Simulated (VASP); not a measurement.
Si2Bi2S: relaxation of cell and atoms with PBE

The system is Si2Bi2S.

```
Si Bi S
1.0
     3.35787    0.00000    0.00000
    -1.67894    2.90800    0.00000
     0.00000    0.00000   13.55276
Si Bi S
2 2 1
Direct
  0.00000 0.00000 0.34437
  0.00000 0.00000 0.65563
  0.00000 0.00000 0.11532
  0.00000 0.00000 0.88468
  0.00000 0.00000 0.50000
```

The cell was generated, and may not be a known phase.

```json
{
  "Program": "VASP 6.6.1",
  "Task": "relaxation of cell and atoms",
  "Functional": "PBE",
  "Potentials or basis": "VASP PAW PBE potentials, release 64 (Si, Bi_d, S)",
  "Cutoff": "600 eV",
  "k mesh": "12 × 12 × 4",
  "Occupations": "gaussian, width 0.1 eV",
  "Spin": "no spin polarisation",
  "Dipole correction": "no",
  "Further INCAR settings": "ALGO = Normal; EDIFF = 1e-06; IBRION = 2; EDIFFG = -0.01; NSW = 100; ISIF = 3"
}
```

```yaml
Relaxed_volume: 27.24 Å³/atom
Relaxed_cell: a = 3.346 Å, b = 3.346 Å, c = 14.048 Å, α = 90.00°, β = 90.00°, γ = 120.00°
Space_group_after_relaxing_to_0.1_Å: P6/mmm (No. 191)
Energy_gained_by_relaxing: 9.1 meV/atom
Ionic_steps: 24
Pressure_after_relaxing: 0.0 GPa
Largest_force_after_relaxing: 0.006 eV/Å
```

Forces on the atoms (eV/Å):
```
Si   0.000  0.000  0.006
Si   0.000  0.000 -0.006
Bi   0.000  0.000 -0.003
Bi   0.000  0.000  0.003
S    0.000  0.000  0.000
```

Step by step:
| step | energy change (eV) | largest force (eV/Å) | pressure (GPa) | volume (Å³) |
| --- | --- | --- | --- | --- |
| 1 | 0.0000 | 0.1883 | 0.31 | 132.34 |
| 2 | -0.0131 | 0.4014 | -0.40 | 133.30 |
| 3 | -0.0140 | 0.4360 | -0.57 | 133.56 |
| 4 | -0.0230 | 0.3508 | -0.40 | 133.30 |
| 5 | -0.0315 | 0.1754 | -0.02 | 132.79 |
| 6 | -0.0317 | 0.1439 | 0.03 | 132.70 |
| 7 | -0.0350 | 0.0945 | 0.33 | 132.75 |
| 8 | -0.0352 | 0.0898 | 0.39 | 132.77 |
| 9 | -0.0373 | 0.0958 | 0.24 | 133.54 |
| 10 | -0.0391 | 0.1047 | -0.11 | 135.25 |
| 11 | -0.0413 | 0.0916 | -0.22 | 135.70 |
| 12 | -0.0424 | 0.1795 | -0.43 | 136.46 |
| 13 | -0.0433 | 0.1607 | -0.38 | 136.47 |
| 14 | -0.0448 | 0.1144 | -0.21 | 136.48 |
| 15 | -0.0441 | 0.1039 | 0.15 | 136.51 |
| 16 | -0.0451 | 0.0817 | -0.09 | 136.49 |
| 17 | -0.0454 | 0.0597 | -0.06 | 136.42 |
| 18 | -0.0456 | 0.0221 | 0.02 | 136.25 |
| 19 | -0.0456 | 0.0243 | 0.03 | 136.26 |
| 20 | -0.0456 | 0.0141 | 0.01 | 136.26 |
| 21 | -0.0457 | 0.0126 | -0.01 | 136.25 |
| 22 | -0.0457 | 0.0126 | -0.01 | 136.25 |
| 23 | -0.0457 | 0.0104 | 0.00 | 136.23 |
| 24 | -0.0457 | 0.0065 | 0.01 | 136.19 |

Final structure:
```
CELL_PARAMETERS angstrom
3.34579 0.00000 0.00000
-1.67290 2.89754 0.00000
0.00000 0.00000 14.04841
ATOMIC_POSITIONS crystal
Si 0.00000 0.00000 0.35063
Si 0.00000 0.00000 0.64937
Bi 0.00000 0.00000 0.11189
Bi 0.00000 0.00000 0.88811
S 0.00000 0.00000 0.50000
```

Levels at points of the mesh, in eV from the Fermi level:
```
           k point  band 20  band 21  band 22  band 23  band 24  band 25
(0.00, 0.00, 0.00)     0.19     1.89     4.53     4.53     5.13     5.13
(0.50, 0.00, 0.00)    -2.41    -1.33    -1.07    -0.77     2.02     2.57
(0.00, 0.00, 0.50)    -0.28     3.29     4.47     4.49     4.49     5.29
(0.50, 0.00, 0.50)    -2.56    -1.33    -0.70    -0.34     1.81     1.98
```

Wall time 79 min on 1 thread of Intel Xeon 8259CL, on a shared host, peak memory 0.46 GiB.

Caveat: the highest band is partly filled, so the run has too few bands; spin-orbit coupling is left out, which moves the levels of the heavy elements.
